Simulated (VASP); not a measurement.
# In (Im-3m) in VASP: notebook

The runs below take In through relaxation of cell and atoms, with PBE.

Everything below comes from runs of VASP 6.6.1. Logs are shortened: lines on timing, memory, paths and dates and some standing lists are left out, and cuts for length are marked.

## (1) The cell of the first run

The structure is cubic, space group Im-3m (No. 229). Conventional cell: a = 3.804 Å, b = 3.804 Å, c = 3.804 Å, α = 90.00°, β = 90.00°, γ = 90.00°. In (site symmetry m-3m) has 14 In at 3.29 to 3.80 Å within 4.3 Å.

## (2) Relaxation of cell and atoms, PBE

The input, INCAR:

```
SYSTEM = In
PREC = Accurate
ENCUT = 600
EDIFF = 1E-6
ISMEAR = -1
SIGMA = 0.1
LREAL = .FALSE.
LASPH = .TRUE.
NELM = 60
ALGO = Normal
ISIF = 3
LWAVE = .FALSE.
LCHARG = .FALSE.
GGA = PE
IBRION = 2
NSW = 60
EDIFFG = -0.005
```

The input, KPOINTS:

```
regular mesh
0
G
  16 16 16
  0 0 0
```

The input, POSCAR:

```
In
1.0
   -1.9018218905      1.9018218905      1.9018218905
    1.9018218905     -1.9018218905      1.9018218905
    1.9018218905      1.9018218905     -1.9018218905
In
1
Direct
    0.0000000000      0.0000000000      0.0000000000
```

Potentials or basis: VASP PAW PBE potentials, release 64 (In_d).

Run with:

```
$ cat potpaw_PBE.64/In_d/POTCAR > POTCAR
$ mpirun -np 1 vasp_std > vasp.out
```

OUTCAR:

```text
SYSTEM = In
   PREC = Accurate
   ENCUT = 600
   EDIFF = 1E-6
   ISMEAR = -1
   LREAL = .FALSE.
   LASPH = .TRUE.
   NELM = 60
   ISIF = 3
   GGA = PE
   IBRION = 2
   NSW = 60
   EDIFFG = -0.005

 ion  position               nearest neighbor table
   1  0.000  0.000  0.000-

  LATTYP: Found a body centered cubic cell.
 ALAT       =     3.8036437810

  Lattice vectors:

 A1 = (  -1.9018218905,   1.9018218905,   1.9018218905)
 A2 = (   1.9018218905,  -1.9018218905,   1.9018218905)
 A3 = (   1.9018218905,   1.9018218905,  -1.9018218905)

Analysis of symmetry for initial positions (statically):
=====================================================================
 Subroutine PRICEL returns:
 Original cell was already a primitive cell.

 Routine SETGRP: Setting up the symmetry group for a
 body centered cubic supercell.

 Subroutine GETGRP returns: Found 48 space group operations
 (whereof 48 operations were pure point group operations)
 out of a pool of 48 trial point group operations.

The static configuration has the point symmetry O_h .

Analysis of symmetry for dynamics (positions and initial velocities):
=====================================================================
 Subroutine PRICEL returns:
 Original cell was already a primitive cell.

 Routine SETGRP: Setting up the symmetry group for a
 body centered cubic supercell.

 Subroutine GETGRP returns: Found 48 space group operations
 (whereof 48 operations were pure point group operations)
 out of a pool of 48 trial point group operations.

The dynamic configuration has the point symmetry O_h .

 Subroutine INISYM returns: Found 48 space group operations
 (whereof 48 operations are pure point group operations),
 and found     1 'primitive' translations

----------------------------------------------------------------------------------------

                                     Primitive cell

  volume of cell :      27.5150

  direct lattice vectors                    reciprocal lattice vectors
    -1.901821890  1.901821890  1.901821890     0.000000000  0.262905797  0.262905797
     1.901821890 -1.901821890  1.901821890     0.262905797  0.000000000  0.262905797
     1.901821890  1.901821890 -1.901821890     0.262905797  0.262905797  0.000000000

  length of vectors
     3.294052141  3.294052141  3.294052141     0.371804944  0.371804944  0.371804944

  position of ions in fractional coordinates (direct lattice)
     0.000000000  0.000000000  0.000000000

  ion indices of the primitive-cell ions
   primitive index   ion index
                 1           1

----------------------------------------------------------------------------------------

 KPOINTS: regular mesh

Automatic generation of k-mesh.
 Grid dimensions read from file:
 generate k-points for:   16   16   16

 Generating k-lattice:

  Cartesian coordinates                     Fractional coordinates (reciprocal lattice)
     0.000000000  0.016431612  0.016431612     0.062500000  0.000000000  0.000000000
     0.016431612  0.000000000  0.016431612     0.000000000  0.062500000  0.000000000
     0.016431612  0.016431612  0.000000000     0.000000000  0.000000000  0.062500000

  Length of vectors
     0.023237809  0.023237809  0.023237809

  Shift w.r.t. Gamma in fractional coordinates (k-lattice)
     0.000000000  0.000000000  0.000000000

 Subroutine IBZKPT returns following result:
 ===========================================

 Found    145 irreducible k-points:

 Following reciprocal coordinates:
            Coordinates               Weight
  0.000000  0.000000  0.000000      1.000000
  0.062500  0.000000  0.000000     12.000000
  0.125000  0.000000  0.000000     12.000000
  0.187500  0.000000  0.000000     12.000000
  0.250000  0.000000  0.000000     12.000000
  0.312500  0.000000  0.000000     12.000000
[... 16 lines left out ...]
  0.187500  0.187500  0.000000     24.000000
  0.250000  0.187500 -0.000000     48.000000
 [... further k-points ...]
   k-points           NKPTS =    145   k-points in BZ     NKDIM =    145   number of bands    NBANDS=     10
   number of dos      NEDOS =    301   number of ions     NIONS =      1
   total plane-waves  NPLWV =  21952
   dimension x,y,z NGX =    28 NGY =   28 NGZ =   28
   dimension x,y,z NGXF=    56 NGYF=   56 NGZF=   56
   ions per type =               1
   NGX,Y,Z   is equivalent  to a cutoff of  14.13, 14.13, 14.13 a.u.
   NGXF,Y,Z  is equivalent  to a cutoff of  28.26, 28.26, 28.26 a.u.
 SYSTEM =  In
   PREC   = accura    normal or accurate (medium, high low for compatibility)
   ISTART =      0    job   : 0-new  1-cont  2-samecut
   ICHARG =      2    charge: 1-file 2-atom 10-const
   ISPIN  =      1    spin polarized calculation?
   LNONCOLLINEAR =      F non collinear calculations
   LSORBIT =      F    spin-orbit coupling
   LASPH  =      T    aspherical Exc in radial PAW
   ENCUT  =  600.0 eV  44.10 Ry    6.64 a.u.   6.58  6.58  6.58*2*pi/ulx,y,z
   NELM   =     60;   NELMIN=  2; NELMDL= -5     # of ELM steps
   EDIFF  = 0.1E-05   stopping-criterion for ELM
   LREAL  =      F    real-space projection
   EDIFFG = -.5E-02   stopping-criterion for IOM
   NSW    =     60    number of steps for IOM
   IBRION =      2    ionic relax: 0-MD 1-quasi-New 2-CG
   NFREE  =      1    steps in history (QN), initial steepest desc. (CG)
   ISIF   =      3    stress and relaxation
   ISYM   =      2    0-nonsym 1-usesym 2-fastsym
   POTIM  = 0.5000    time-step for ionic-motion
   TEBEG  =    0.0;   TEEND  =   0.0 temperature during run
   PSTRESS=    0.0 pullay stress
   NELECT =      13.0000    total number of electrons
   NUPDOWN=      -1.0000    fix difference up-down
   EMIN   =  10.00;   EMAX   =-10.00  energy-range for DOS
   EFERMI =   0.00;   METHOD = LEGACY
   ISMEAR =    -1;   SIGMA  =   0.10  broadening in eV -4-tet -1-fermi 0-gaus
   EFERMI_NEDOS =   21; number of points for ismear=-14 and -15
   IALGO  =     38    algorithm
   IMIX   =      4    mixing-type and parameters
     AMIX     =   0.40;   BMIX     =  1.00
     AMIX_MAG =   1.60;   BMIX_MAG =  1.00
  volume/ion in A,a.u.               =      27.52       185.68
  Fermi-wavevector in a.u.,A,eV,Ry     =   1.275066  2.409526 22.120272  1.625794
  Thomas-Fermi vector in A             =   2.407799
   LORBIT       =      0    0 simple, 1 ext, 2 COOP (PROOUT), +10 PAW based schemes
   GGA     = PE    functional components
   LHFCALC =     F    Hartree Fock is set to
   AEXX    =    0.0000 exact exchange contribution
   IVDW    =     0    specifies the selected vdW correction
   LEPSILON=     F    determine dielectric tensor
   LRPA    =     F    only Hartree local field effects (RPA)
 conjugate gradient relaxation of ions
 non-spin polarized calculation
  energy-cutoff  :      600.00
  volume of cell :       27.52
 maximum number of plane-waves:       947
   NGX = 13   NGY = 13   NGZ = 13

--------------------------------------- Ionic step        1  -------------------------------------------

 number of electron      13.0000002 magnetization

 Free energy of the ion-electron system (eV)
  ---------------------------------------------------
  ext. energy  EPLUGINS =         0.00000000
  ---------------------------------------------------
  free energy    TOTEN  =        -2.55584806 eV

  energy without entropy =       -2.53882800  energy(sigma->0) =       -2.54733803

 E-fermi :   6.9768     XC(G=0): -10.0172

 val. band max:        6.9527050311   @ k =  -0.3750   0.4375   0.1875
 cond. band min:       6.9772078008   @ k =   0.3125   0.1250   0.0000
 fundamental gap:      0.0245027696
 Fermi energy:         6.9767798346

 k-point     1 :       0.0000    0.0000    0.0000
  band No.  band energies     occupation
      1      -7.6629      2.00000
      2      -7.6629      2.00000
      3      -7.6629      2.00000
      4      -7.4189      2.00000
      5      -7.4189      2.00000
      6      -2.2336      2.00000
      7      17.5374      0.00000
      8      17.5374      0.00000
      9      17.5374      0.00000
     10      19.8174      0.00000

 k-point     2 :       0.0625    0.0000    0.0000
  band No.  band energies     occupation
      1      -7.6666      2.00000
      2      -7.6592      2.00000
      3      -7.6485      2.00000
      4      -7.4229      2.00000
      5      -7.4191      2.00000
      6      -2.1467      2.00000
      7      16.6534      0.00000
      8      17.1170      0.00000
      9      17.3482      0.00000
     10      19.1303      0.00000
[... 343 lines left out ...]
 POSITION                                       TOTAL-FORCE (eV/Angst)
 -----------------------------------------------------------------------------------
      0.00000     -0.00000      0.00000         0.000000      0.000000      0.000000
 -----------------------------------------------------------------------------------
    total drift:                                0.000000      0.000000      0.000000

  FREE ENERGIE OF THE ION-ELECTRON SYSTEM (eV)
  ---------------------------------------------------
  free  energy   TOTEN  =        -2.5562950651 eV

  energy  without entropy=       -2.5393056286  energy(sigma->0) =       -2.54780035

--------------------------------------- Ionic step        3  -------------------------------------------

 number of electron      13.0000004 magnetization

 Free energy of the ion-electron system (eV)
  ---------------------------------------------------
  ext. energy  EPLUGINS =         0.00000000
  ---------------------------------------------------
  free energy    TOTEN  =        -2.55630207 eV

  energy without entropy =       -2.53931609  energy(sigma->0) =       -2.54780908

 E-fermi :   6.8450     XC(G=0):  -9.9604

 val. band max:        6.8409374995   @ k =   0.3125   0.1250   0.0000
 cond. band min:       6.8661714512   @ k =  -0.4375   0.5000   0.3125
 fundamental gap:      0.0252339516
 Fermi energy:         6.8450161190

 k-point     1 :       0.0000    0.0000    0.0000
  band No.  band energies     occupation
      1      -7.7825      2.00000
      2      -7.7825      2.00000
      3      -7.7825      2.00000
      4      -7.5462      2.00000
      5      -7.5462      2.00000
      6      -2.2850      2.00000
      7      17.2771      0.00000
      8      17.2771      0.00000
      9      17.2771      0.00000
     10      19.6471      0.00000

 k-point     2 :       0.0625    0.0000    0.0000
  band No.  band energies     occupation
      1      -7.7861      2.00000
      2      -7.7789      2.00000
      3      -7.7686      2.00000
      4      -7.5500      2.00000
      5      -7.5463      2.00000
      6      -2.1990      2.00000
      7      16.4088      0.00000
      8      16.8654      0.00000
      9      17.0950      0.00000
     10      18.9460      0.00000
[... 308 lines left out ...]
 POSITION                                       TOTAL-FORCE (eV/Angst)
 -----------------------------------------------------------------------------------
      0.00000     -0.00000      0.00000         0.000000     -0.000000      0.000000
 -----------------------------------------------------------------------------------
    total drift:                                0.000000      0.000000      0.000000

  FREE ENERGIE OF THE ION-ELECTRON SYSTEM (eV)
  ---------------------------------------------------
  free  energy   TOTEN  =        -2.5563020715 eV

  energy  without entropy=       -2.5393160927  energy(sigma->0) =       -2.54780908

 reached required accuracy - stopping structural energy minimisation
```

Run time: 46 s. Hardware: 1 thread of AMD EPYC 9R45 (Zen 5), shared host; peak memory 0.17 GiB.

What came out:

```yaml
Free_energy: -2.5563 eV
Relaxed_volume: 27.85 Å³/atom
Relaxed_cell: a = 3.308 Å, b = 3.308 Å, c = 3.308 Å, α = 109.47°, β = 109.47°, γ = 109.47°
Space_group_after_relaxing_to_0.05_Å: Im-3m (No. 229)
Energy_gained_by_relaxing: 0.5 meV/atom
Ionic_steps: 3
Pressure_after_relaxing: 0.0 GPa
```

Step by step:
| step | energy change (eV) | largest force (eV/Å) | pressure (GPa) | volume (Å³) |
| --- | --- | --- | --- | --- |
| 1 | 0.0000 | 0.0000 | 0.43 | 27.51 |
| 2 | -0.0004 | 0.0000 | 0.05 | 27.81 |
| 3 | -0.0005 | 0.0000 | 0.01 | 27.85 |

Final structure:
```yaml
crystal:
  lattice:
    - [-1.90959, 1.90959, 1.90959]
    - [1.90959, -1.90959, 1.90959]
    - [1.90959, 1.90959, -1.90959]
  atoms:
    - { symbol: In, position: [0.00000, 0.00000, 0.00000] }
```

Levels at points of the mesh, in eV from the Fermi level:
```csv
k point,band 2,band 3,band 4,band 5,band 6,band 7,band 8,band 9,band 10
"(0.00, 0.00, 0.00)",-14.63,-14.63,-14.39,-14.39,-9.13,10.43,10.43,10.43,12.80
"(0.50, 0.00, 0.00)",-14.65,-14.40,-14.39,-14.24,-3.93,-2.94,5.63,7.09,9.70
"(0.50, 0.50, 0.50)",-14.71,-14.28,-14.28,-14.28,0.59,1.26,1.26,1.26,5.16
```

Caveat: spin-orbit coupling is left out, which moves the levels of the heavy elements.

## (3) Relaxation of cell and atoms, PBE

The input, INCAR:

```
PREC = Accurate
ENCUT = 600
EDIFF = 1E-6
ISMEAR = -1
SIGMA = 0.1
LREAL = F
LASPH = T
NELM = 100
ALGO = Normal
ISIF = 3
LWAVE = F
LCHARG = F
GGA = PE
IBRION = 2
NSW = 60
EDIFFG = -0.005
```

The input, KPOINTS:

```
Automatic mesh
0
Gamma
  16 16 16
```

POSCAR is that of step 2.

Potentials or basis: VASP PAW PBE potentials, release 64 (In_d).

Run with:

```
$ cat potpaw_PBE.64/In_d/POTCAR > POTCAR
$ mpirun -np 1 vasp_std > vasp.out
```

It took 47 s on 1 thread of AMD EPYC 9R45 (Zen 5), shared host; peak memory 0.17 GiB.

Results (log left out):

| Quantity | Value |
| --- | --- |
| Free energy | -2.5563 eV |
| Relaxed volume | 27.85 Å³/atom |
| Relaxed cell | a = 3.308 Å, b = 3.308 Å, c = 3.308 Å, α = 109.47°, β = 109.47°, γ = 109.47° |
| Space group after relaxing (to 0.05 Å) | Im-3m (No. 229) |
| Energy gained by relaxing | 0.5 meV/atom |
| Ionic steps | 3 |
| Pressure after relaxing | 0.0 GPa |

The path:
| step | energy change (eV) | largest force (eV/Å) | pressure (GPa) | volume (Å³) |
| --- | --- | --- | --- | --- |
| 1 | 0.0000 | 0.0000 | 0.43 | 27.51 |
| 2 | -0.0004 | 0.0000 | 0.05 | 27.81 |
| 3 | -0.0005 | 0.0000 | 0.01 | 27.85 |

Final structure:
```yaml
crystal:
  lattice:
    - [-1.90959, 1.90959, 1.90959]
    - [1.90959, -1.90959, 1.90959]
    - [1.90959, 1.90959, -1.90959]
  atoms:
    - { symbol: In, position: [0.00000, 0.00000, 0.00000] }
```

Levels at points of the mesh, in eV from the Fermi level:
```csv
k point,band 2,band 3,band 4,band 5,band 6,band 7,band 8,band 9,band 10
"(0.00, 0.00, 0.00)",-14.63,-14.63,-14.39,-14.39,-9.13,10.43,10.43,10.43,12.80
"(0.50, 0.00, 0.00)",-14.65,-14.40,-14.39,-14.24,-3.93,-2.94,5.63,7.09,9.70
"(0.50, 0.50, 0.50)",-14.71,-14.28,-14.28,-14.28,0.59,1.26,1.26,1.26,5.16
```

Caveat: spin-orbit coupling is left out, which moves the levels of the heavy elements.
